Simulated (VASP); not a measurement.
# Cu (P6_3/mmc) in VASP: notebook

The runs below take Cu through single point, with r2SCAN, r2SCAN0, PBE, PBE0.

All numbers are computed with VASP 6.6.1; they aren't measurements. Logs are shortened: lines on timing, memory, paths and dates and some standing lists are left out, and cuts for length are marked.

## Step 1: The cell of the first run

It takes space group P6_3/mmc (No. 194, hexagonal). The conventional cell has a = 2.500 Å, b = 2.500 Å, c = 4.057 Å, α = 90.00°, β = 90.00°, γ = 120.00°. Cu (site symmetry -6m2) has 12 Cu at 2.49 to 2.50 Å within 3.3 Å.

This isn't the form of Cu at room conditions, which is fcc.

## Step 2: Single point, r2SCAN

POSCAR

```
Cu
1.0
    2.4998479218      0.0000000000      0.0000000000
   -1.2499239609      2.1649318059      0.0000000000
    0.0000000000      0.0000000000      4.0569889027
Cu
2
Direct
    0.6666666667      0.3333333333      0.7500000000
    0.3333333333      0.6666666667      0.2500000000
```

INCAR.step1

```
  ALGO = Normal
  EDIFF = 1E-5
  ENCUT = 770
  GGA = PE
  GGA_COMPAT = False
  ISMEAR = -1
  LASPH = True
  LCHARG = False
  LREAL = False
  LWAVE = True
  NBANDS = 26
  NELM = 120
  PREC = Accurate
  SIGMA = 0.05
```

INCAR.step2

```
  ALGO = Normal
  EDIFF = 1E-6
  ENCUT = 770
  GGA_COMPAT = False
  ISIF = 2
  ISMEAR = -1
  ISTART = 1
  LASPH = True
  LCHARG = False
  LMIXTAU = True
  LREAL = False
  LWAVE = False
  METAGGA = R2SCAN
  NBANDS = 26
  NELM = 120
  PREC = Accurate
  SIGMA = 0.05
```

KPOINTS

```
k-points
0
Gamma
  12 12 7
```

Potentials or basis: VASP PAW PBE potentials, release 64 (Cu_sv_GW).

Command:

```
$ cat potpaw_PBE.64/Cu_sv_GW/POTCAR > POTCAR
$ cp INCAR.step1 INCAR
$ mpirun -np 1 vasp_std > vasp.out
$ cp INCAR.step2 INCAR
$ mpirun -np 1 vasp_std > vasp.out
```

OUTCAR:

```text
EDIFF = 1E-6
   ENCUT = 770
   ISIF = 2
   ISMEAR = -1
   ISTART = 1
   LASPH = True
   LREAL = False
   METAGGA = R2SCAN
   NELM = 120
   PREC = Accurate

 ion  position               nearest neighbor table
   1  0.667  0.333  0.750-   2 2.49   2 2.49   2 2.49   2 2.49   2 2.49   2 2.49
   2  0.333  0.667  0.250-   1 2.49   1 2.49   1 2.49   1 2.49   1 2.49   1 2.49

  LATTYP: Found a hexagonal cell.
 ALAT       =     2.4998479218
 C/A-ratio  =     1.6228942838

  Lattice vectors:

 A1 = (   2.4998479218,   0.0000000000,   0.0000000000)
 A2 = (  -1.2499239609,   2.1649318059,   0.0000000000)
 A3 = (   0.0000000000,   0.0000000000,   4.0569889027)

Analysis of symmetry for initial positions (statically):
=====================================================================
 Subroutine PRICEL returns:
 Original cell was already a primitive cell.

 Routine SETGRP: Setting up the symmetry group for a
 hexagonal supercell.

 Subroutine GETGRP returns: Found 24 space group operations
 (whereof 12 operations were pure point group operations)
 out of a pool of 24 trial point group operations.

The static configuration has the point symmetry D_3d.
 The point group associated with its full space group is D_6h.

Analysis of symmetry for dynamics (positions and initial velocities):
=====================================================================
 Subroutine PRICEL returns:
 Original cell was already a primitive cell.

 Routine SETGRP: Setting up the symmetry group for a
 hexagonal supercell.

 Subroutine GETGRP returns: Found 24 space group operations
 (whereof 12 operations were pure point group operations)
 out of a pool of 24 trial point group operations.

The dynamic configuration has the point symmetry D_3d.
 The point group associated with its full space group is D_6h.

 Subroutine INISYM returns: Found 24 space group operations
 (whereof 12 operations are pure point group operations),
 and found     1 'primitive' translations

----------------------------------------------------------------------------------------

                                     Primitive cell

  volume of cell :      21.9564

  direct lattice vectors                    reciprocal lattice vectors
     2.499847922  0.000000000  0.000000000     0.400024334  0.230954157  0.000000000
    -1.249923961  2.164931806  0.000000000     0.000000000  0.461908314  0.000000000
     0.000000000  0.000000000  4.056988903     0.000000000  0.000000000  0.246488227

  length of vectors
     2.499847922  2.499847922  4.056988903     0.461908314  0.461908314  0.246488227

  position of ions in fractional coordinates (direct lattice)
     0.666666667  0.333333333  0.750000000
     0.333333333  0.666666667  0.250000000

  ion indices of the primitive-cell ions
   primitive index   ion index
                 1           1
                 2           2

----------------------------------------------------------------------------------------

 KPOINTS: k-points

Automatic generation of k-mesh.
 Grid dimensions read from file:
 generate k-points for:   12   12    7

 Generating k-lattice:

  Cartesian coordinates                     Fractional coordinates (reciprocal lattice)
     0.033335361  0.019246180  0.000000000     0.083333333 -0.000000000  0.000000000
     0.000000000  0.038492359  0.000000000     0.000000000  0.083333333  0.000000000
     0.000000000  0.000000000  0.035212604     0.000000000  0.000000000  0.142857143

  Length of vectors
     0.038492359  0.038492359  0.035212604

  Shift w.r.t. Gamma in fractional coordinates (k-lattice)
     0.000000000  0.000000000  0.000000000

 Subroutine IBZKPT returns following result:
 ===========================================

 Found     76 irreducible k-points:

 Following reciprocal coordinates:
            Coordinates               Weight
  0.000000  0.000000  0.000000      1.000000
  0.083333 -0.000000  0.000000      6.000000
  0.166667 -0.000000  0.000000      6.000000
  0.250000  0.000000  0.000000      6.000000
  0.333333  0.000000  0.000000      6.000000
  0.416667  0.000000  0.000000      6.000000
[... 16 lines left out ...]
  0.250000  0.000000  0.142857     12.000000
  0.333333  0.000000  0.142857     12.000000
 [... further k-points ...]
   k-points           NKPTS =     76   k-points in BZ     NKDIM =     76   number of bands    NBANDS=     26
   number of dos      NEDOS =    301   number of ions     NIONS =      2
   total plane-waves  NPLWV =  23040
   dimension x,y,z NGX =    24 NGY =   24 NGZ =   40
   dimension x,y,z NGXF=    48 NGYF=   48 NGZF=   80
   ions per type =               2
   NGX,Y,Z   is equivalent  to a cutoff of  15.96, 15.96, 16.39 a.u.
   NGXF,Y,Z  is equivalent  to a cutoff of  31.92, 31.92, 32.78 a.u.
 SYSTEM =  unknown system
   PREC   = accura    normal or accurate (medium, high low for compatibility)
   ISTART =      1    job   : 0-new  1-cont  2-samecut
   ICHARG =      0    charge: 1-file 2-atom 10-const
   ISPIN  =      1    spin polarized calculation?
   LNONCOLLINEAR =      F non collinear calculations
   LSORBIT =      F    spin-orbit coupling
   LASPH  =      T    aspherical Exc in radial PAW
   ENCUT  =  770.0 eV  56.59 Ry    7.52 a.u.   5.66  5.66  9.18*2*pi/ulx,y,z
   NELM   =    120;   NELMIN=  2; NELMDL=  0     # of ELM steps
   EDIFF  = 0.1E-05   stopping-criterion for ELM
   LREAL  =      F    real-space projection
   EDIFFG = 0.1E-04   stopping-criterion for IOM
   NSW    =      0    number of steps for IOM
   IBRION =     -1    ionic relax: 0-MD 1-quasi-New 2-CG
   NFREE  =      0    steps in history (QN), initial steepest desc. (CG)
   ISIF   =      2    stress and relaxation
   ISYM   =      2    0-nonsym 1-usesym 2-fastsym
   POTIM  = 0.5000    time-step for ionic-motion
   TEBEG  =    0.0;   TEEND  =   0.0 temperature during run
   PSTRESS=    0.0 pullay stress
   NELECT =      38.0000    total number of electrons
   NUPDOWN=      -1.0000    fix difference up-down
   EMIN   =  10.00;   EMAX   =-10.00  energy-range for DOS
   EFERMI =   0.00;   METHOD = LEGACY
   ISMEAR =    -1;   SIGMA  =   0.05  broadening in eV -4-tet -1-fermi 0-gaus
   EFERMI_NEDOS =   21; number of points for ismear=-14 and -15
   IALGO  =     38    algorithm
   IMIX   =      4    mixing-type and parameters
     AMIX     =   0.40;   BMIX     =  1.00
     AMIX_MAG =   1.60;   BMIX_MAG =  1.00
  volume/ion in A,a.u.               =      10.98        74.08
  Fermi-wavevector in a.u.,A,eV,Ry     =   1.965541  3.714334 52.564098  3.863352
  Thomas-Fermi vector in A             =   2.989475
   LORBIT       =      0    0 simple, 1 ext, 2 COOP (PROOUT), +10 PAW based schemes
   METAGGA = R2SCAN    functional components
   LHFCALC =     F    Hartree Fock is set to
   AEXX    =    0.0000 exact exchange contribution
   IVDW    =     0    specifies the selected vdW correction
   LEPSILON=     F    determine dielectric tensor
   LRPA    =     F    only Hartree local field effects (RPA)
 non-spin polarized calculation
  energy-cutoff  :      770.00
  volume of cell :       21.96
 maximum number of plane-waves:      1093
 NGX is ok and might be reduce to    24
   NGX = 11   NGY = 11   NGZ = 19

 number of electron      38.0000001 magnetization

 Free energy of the ion-electron system (eV)
  ---------------------------------------------------
  ext. energy  EPLUGINS =         0.00000000
  ---------------------------------------------------
  free energy    TOTEN  =       -21.75455762 eV

  energy without entropy =      -21.74729763  energy(sigma->0) =      -21.75092762

 E-fermi :   8.2509     XC(G=0): -15.0088

 val. band max:        8.2392477373   @ k =   0.3333   0.1667   0.2857
 cond. band min:       8.2550344987   @ k =   0.5000   0.0000   0.0000
 fundamental gap:      0.0157867615
 Fermi energy:         8.2508803195

 k-point     1 :       0.0000    0.0000    0.0000
  band No.  band energies     occupation
      1    -108.3238      2.00000
      2    -108.3032      2.00000
      3     -64.2300      2.00000
      4     -64.1040      2.00000
      5     -64.1040      2.00000
      6     -64.0817      2.00000
[... 18 lines left out ...]
     25      33.6673      0.00000
     26      33.6878      0.00000

 k-point     2 :       0.0833   -0.0000    0.0000
  band No.  band energies     occupation
      1    -108.3226      2.00000
      2    -108.3022      2.00000
      3     -64.2267      2.00000
      4     -64.1099      2.00000
      5     -64.1059      2.00000
      6     -64.0882      2.00000
[... 18 lines left out ...]
     25      34.4526      0.00000
     26      34.7138      0.00000

 k-point     3 :       0.1667   -0.0000    0.0000
  band No.  band energies     occupation
      1    -108.3192      2.00000
      2    -108.3005      2.00000
      3     -64.2172      2.00000
      4     -64.1291      2.00000
      5     -64.1115      2.00000
      6     -64.1082      2.00000
[... 18 lines left out ...]
     25      31.6534      0.00000
     26      33.9784      0.00000

 k-point     4 :       0.2500    0.0000    0.0000
  band No.  band energies     occupation
      1    -108.3143      2.00000
      2    -108.2986      2.00000
      3     -64.2035      2.00000
      4     -64.1559      2.00000
      5     -64.1352      2.00000
      6     -64.1198      2.00000
[... 18 lines left out ...]
     25      28.0219      0.00000
     26      30.9824      0.00000

 k-point     5 :       0.3333    0.0000    0.0000
  band No.  band energies     occupation
      1    -108.3091      2.00000
      2    -108.2968      2.00000
      3     -64.1874      2.00000
      4     -64.1823      2.00000
      5     -64.1613      2.00000
      6     -64.1275      2.00000
[... 18 lines left out ...]
     25      25.2334      0.00000
     26      29.5802      0.00000

 k-point     6 :       0.4167    0.0000    0.0000
  band No.  band energies     occupation
      1    -108.3052      2.00000
      2    -108.2964      2.00000
      3     -64.2027      2.00000
      4     -64.1810      2.00000
      5     -64.1732      2.00000
      6     -64.1337      2.00000
[... 427 lines left out ...]
 k-point    21 :       0.0833   -0.0000    0.1429
  band No.  band energies     occupation
      1    -108.3216      2.00000
      2    -108.3032      2.00000
      3     -64.2196      2.00000
      4     -64.1086      2.00000
      5     -64.1046      2.00000
      6     -64.0945      2.00000
[... 18 lines left out ...]
     25      32.0197      0.00000
     26      33.8155      0.00000

 k-point    22 :       0.1667   -0.0000    0.1429
  band No.  band energies     occupation
      1    -108.3183      2.00000
      2    -108.3014      2.00000
      3     -64.2119      2.00000
      4     -64.1274      2.00000
      5     -64.1133      2.00000
      6     -64.1102      2.00000
[... 18 lines left out ...]
     25      30.7941      0.00000
     26      32.5631      0.00000

 k-point    23 :       0.2500    0.0000    0.1429
  band No.  band energies     occupation
      1    -108.3137      2.00000
      2    -108.2995      2.00000
      3     -64.2016      2.00000
      4     -64.1523      2.00000
      5     -64.1398      2.00000
      6     -64.1182      2.00000
[... 18 lines left out ...]
     25      29.1370      0.00000
     26      31.7439      0.00000

 k-point    24 :       0.3333    0.0000    0.1429
  band No.  band energies     occupation
      1    -108.3085      2.00000
      2    -108.2976      2.00000
      3     -64.1970      2.00000
      4     -64.1706      2.00000
      5     -64.1635      2.00000
      6     -64.1263      2.00000
[... 18 lines left out ...]
     25      27.1087      0.00000
     26      29.8140      0.00000

 [... further k-points ...]
[... 5 lines left out ...]
  --------------------------------------------------------------------------------------
  -------------------------------------------------------------------------------------
  Total        0.5055520      0.5055520      0.5939051     -0.0000000      0.0000000      0.0000000
  in kB       36.8905214     36.8905214     43.3377147     -0.0000000      0.0000000      0.0000000
  external PRESSURE =      39.0395859 kB  Pullay stress =       0.0000000 kB

 VOLUME and BASIS-vectors are now :
 -----------------------------------------------------------------------------
  energy-cutoff  :      770.00
  volume of cell :       21.96
      direct lattice vectors                 reciprocal lattice vectors
     2.499847922  0.000000000  0.000000000     0.400024334  0.230954157  0.000000000
    -1.249923961  2.164931806  0.000000000     0.000000000  0.461908314  0.000000000
     0.000000000  0.000000000  4.056988903     0.000000000  0.000000000  0.246488227

 POSITION                                       TOTAL-FORCE (eV/Angst)
 -----------------------------------------------------------------------------------
      1.24992      0.72164      3.04274         0.000000      0.000000      0.000000
     -0.00000      1.44329      1.01425        -0.000000      0.000000      0.000000
 -----------------------------------------------------------------------------------
    total drift:                                0.000000     -0.000000      0.000000

  FREE ENERGIE OF THE ION-ELECTRON SYSTEM (eV)
  ---------------------------------------------------
  free  energy   TOTEN  =       -21.7545576157 eV

  energy  without entropy=      -21.7472976282  energy(sigma->0) =      -21.75092762
```

Wall time 6.6 min (1 thread of Intel Xeon Platinum 8375C at 2.90GHz (Ice Lake), shared host); peak memory 0.23 GiB.

Results:

| Item | Value |
| --- | --- |
| Free energy | -21.7546 eV |
| Pressure | 3.9 GPa |
| Band gap on the k mesh | zero (bands 19 and 20 overlap by 6.32 eV) |

Caveat: the cell stands under pressure; the PAW data sets were made with another functional, which shifts forces and pressure a little.

(Continued in part 2 of 3.)
